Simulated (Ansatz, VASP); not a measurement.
Two plane-wave programs on As2Se

```xyz
3
Lattice="3.9170 0.0000 0.0000 -1.9585 3.3922 0.0000 0.0000 0.0000 4.8031" Properties=species:S:1:pos:R:3 pbc="T T T"
As    0.0000    2.2615    1.6867
As    1.9585    1.1307    3.1165
Se    0.0000    0.0000    0.0000
```

Alike in both runs: functional PBE; k mesh 6 × 6 × 4; occupations gaussian, width 0.2 eV; no spin polarisation.

Ansatz relaxed the structure, and its values are those at the end. VASP's run is a single point on that final structure, the one shown.

|  | VASP | Ansatz |
| --- | --- | --- |
| version | VASP 6.6.1 | Ansatz 0.2.0 |
| potentials or method | VASP PAW PBE potentials, release 64 (As, Se), cutoff 500 eV | scalar-relativistic, plane waves, PAW |
| valence electrons in the cell | 16 | 46 |

```tsv
	VASP	Ansatz	Ansatz less VASP
gap on the k mesh at the Fermi level (eV)	none	none	-
pressure (GPa)	0.0	-0.1	-0.10
rms of the force components (eV/Å)	0.008	0.014	+0.0058
```

A gap of «none» marks a metal or a gap that the smearing closes. With one functional, cell and mesh, what is left measures potentials, basis and numerics. VASP's potentials hold 16 valence electrons a cell and Ansatz's 46, so a difference there can come from the potentials and not from the codes.
